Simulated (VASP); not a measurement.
Input of a VASP 6.6.1 run:

Contents of INCAR:

```
SYSTEM = W3C
  ALGO = Normal
  DIPOL = 0.5 0.5 0.357
  EDIFF = 1E-6
  ENCUT = 520
  GGA = PE
  IDIPOL = 3
  ISIF = 2
  ISMEAR = 0
  LASPH = .TRUE.
  LCHARG = .TRUE.
  LDIPOL = .TRUE.
  LELF = .TRUE.
  LREAL = .FALSE.
  LVACPOTAV = .TRUE.
  LVHAR = .TRUE.
  LWAVE = .FALSE.
  NBANDS = 31
  NELM = 60
  PREC = Accurate
  SIGMA = 0.1
```

File KPOINTS:

```
k-points
0
G
  9 9 1
  0 0 0
```

Contents of POSCAR:

```
W3C
1.0
    2.8547213223      0.0000000000      0.0000000000
   -1.4273606611      2.4722611858      0.0000000000
    0.0000000000      0.0000000000     20.1973423164
W C
3 1
Direct
    0.6666666667      0.3333333333      0.1980458586
    0.3333333333      0.6666666667      0.3143385340
    0.0000000000      0.0000000000      0.4306181566
    0.6666666667      0.3333333333      0.4851497424
```

Potentials or basis: VASP PAW PBE potentials, release 64 (W_sv, C).

Command:

```sh
$ cat potpaw_PBE.64/W_sv/POTCAR potpaw_PBE.64/C/POTCAR > POTCAR
$ mpirun -np 1 vasp_std > vasp.out
```

(1) What does it give for the largest force?

(2) What does it give for the band gap on the k mesh?

## Answers

(1) 0.589 eV/Å.

(2) zero (bands 23 and 24 overlap by 1.05 eV).

Caveat: spin-orbit coupling is left out, which moves the levels of the heavy elements.
